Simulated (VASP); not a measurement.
# Cu5N: single point with PBEsol

System: Cu5N, a slab with vacuum.

```
CELL_PARAMETERS angstrom
2.51968 0.00000 0.00000
0.00000 2.51968 0.00000
0.00000 0.00000 26.12674
ATOMIC_POSITIONS crystal
Cu 0.50000 0.50000 0.32534
Cu 0.00000 0.00000 0.39353
Cu 0.50000 0.50000 0.46233
Cu 0.00000 0.00000 0.53021
Cu 0.50000 0.50000 0.60664
N 0.00000 0.00000 0.62766
```

| Item | Value |
| --- | --- |
| Program | VASP 6.6.1 |
| Task | single point |
| Functional | PBEsol |
| Potentials or basis | VASP PAW PBE potentials, release 64 (Cu, N) |
| Cutoff | 520 eV |
| k mesh | 11 × 11 × 1 |
| Occupations | gaussian, width 0.1 eV |
| Spin | no spin polarisation |

```json
{
 "Largest force": "0.234 eV/Å",
 "Band gap on the k mesh": "zero (bands 30 and 31 overlap by 2.40 eV)"
}
```

Forces in eV/Å, atoms in the order of the input:
```
Cu   0.000  0.000  0.201
Cu   0.000  0.000 -0.234
Cu   0.000  0.000 -0.001
Cu   0.000  0.000  0.011
Cu   0.000  0.000 -0.024
N    0.000  0.000  0.047
```

Levels at points of the mesh, in eV from the Fermi level:
```csv
k point,band 26,band 27,band 28,band 29,band 30,band 31,band 32,band 33,band 34,band 35
"(0.00, 0.00, 0.00)",-1.82,-1.76,-1.55,-1.55,-1.49,-0.13,-0.13,0.31,2.10,4.55
```

Run time: 19 min on 1 thread of Oxide Virtual Turin-like Processor (shared host), peak memory 0.43 GiB.

Caveat: the PAW data sets were made with another functional, which shifts forces and pressure a little. With open d or f shells a metallic result of PBEsol can be an artefact of self-interaction; +U or a hybrid may open a gap.
